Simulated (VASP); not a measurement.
A run of VASP 6.6.1 is set up as follows.

File POSCAR:

```
BaS
1.0
    4.5434723038      0.0000000000      0.0000000000
    0.0000000000      4.5434723038      0.0000000000
    0.0000000000      0.0000000000     24.6381602284
Ba S
4 4
Direct
    0.5000000000      0.5000000000      0.3067020038
    0.0000000000      0.0000000000      0.4348305363
    0.5000000000      0.5000000000      0.5651694522
    0.0000000000      0.0000000000      0.6932979941
    0.0000000000      0.0000000000      0.3070772929
    0.5000000000      0.5000000000      0.4338331945
    0.0000000000      0.0000000000      0.5661668150
    0.5000000000      0.5000000000      0.6929227111
```

Contents of INCAR.step1:

```
PREC = Accurate ; ENCUT = 440
ISMEAR = 0 ; SIGMA = 0.05
LREAL = False ; LASPH = True
NELM = 120 ; LDIPOL = True
IDIPOL = 3 ; DIPOL = 0.5 0.5 0.500
NBANDS = 42 ; GGA = PE
ALGO = Normal ; EDIFF = 1E-5
LWAVE = True ; LCHARG = False
GGA_COMPAT = False ; NELMDL = -8
```

The input INCAR.step2:

```
PREC = Accurate ; ENCUT = 440
EDIFF = 1E-6 ; ISMEAR = 0
SIGMA = 0.05 ; LREAL = False
LASPH = True ; NELM = 120
ALGO = Normal ; ISIF = 2
LWAVE = False ; LCHARG = False
LDIPOL = True ; IDIPOL = 3
DIPOL = 0.5 0.5 0.500 ; METAGGA = R2SCAN
LMIXTAU = True ; NBANDS = 42
ISTART = 1 ; GGA_COMPAT = False
```

Contents of KPOINTS:

```
regular mesh
0
Gamma
  6 6 1
```

Potentials or basis: VASP PAW PBE potentials, release 64 (Ba_sv, S).

Launch:

```bash
$ cat potpaw_PBE.64/Ba_sv/POTCAR potpaw_PBE.64/S/POTCAR > POTCAR
$ cp INCAR.step1 INCAR
$ mpirun -np 1 vasp_std > vasp.out
$ cp INCAR.step2 INCAR
$ mpirun -np 1 vasp_std > vasp.out
```

**Question.** What does it give for the largest force?

**Answer.** 0.064 eV/Å.

**Question.** Estimate the band gap on the k mesh.

**Answer.** 2.44 eV.

Forces on the atoms (eV/Å):
```
Ba   0.000  0.000 -0.025
Ba   0.000  0.000 -0.005
Ba   0.000  0.000  0.005
Ba   0.000  0.000  0.025
S    0.000  0.000 -0.064
S    0.000  0.000  0.014
S    0.000  0.000 -0.014
S    0.000  0.000  0.064
```

Caveat: the PAW data sets were made with another functional, which shifts forces and pressure a little; spin-orbit coupling is left out, which moves the levels of the heavy elements.
